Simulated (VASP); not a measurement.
Na: single point with PBEsol

Na:

```
Na
1.0
     0.00000    2.69787    2.69787
     2.69787    0.00000    2.69787
     2.69787    2.69787    0.00000
Na
1
Direct
  0.00000 0.00000 0.00000
```

This cell differs from its parent crystal: volume scaled by 1.08.

```json
{
 "Program": "VASP 6.6.1",
 "Task": "single point",
 "Functional": "PBEsol",
 "Potentials or basis": "VASP PAW PBE potentials, release 64 (Na_pv)",
 "Cutoff": "520 eV",
 "k mesh": "12 × 12 × 12",
 "Occupations": "fermi-dirac, width 0.1 eV",
 "Spin": "no spin polarisation"
}
```

The pressure is -0.5 GPa.

Levels at points of the mesh, in eV from the Fermi level:
| k point | band 1 | band 2 | band 3 | band 4 | band 5 | band 6 | band 7 | band 8 | band 9 |
| --- | --- | --- | --- | --- | --- | --- | --- | --- | --- |
| (0.00, 0.00, 0.00) | -24.81 | -24.81 | -24.81 | -3.14 | 10.77 | 10.77 | 10.77 | 11.82 | 12.19 |
| (0.50, 0.00, 0.00) | -24.84 | -24.81 | -24.81 | 0.56 | 0.93 | 9.84 | 9.84 | 10.75 | 10.75 |
| (0.50, 0.50, 0.00) | -24.83 | -24.82 | -24.82 | 1.72 | 2.26 | 6.12 | 6.88 | 6.88 | 8.72 |

Run time: 14 s on 1 thread of Intel(R) Xeon(R) Platinum 8259CL CPU @ 2.50GHz (Skylake/Cascade Lake), with other jobs on the host, peak memory 0.16 GiB.

Caveat: the PAW data sets were made with another functional, which shifts forces and pressure a little.
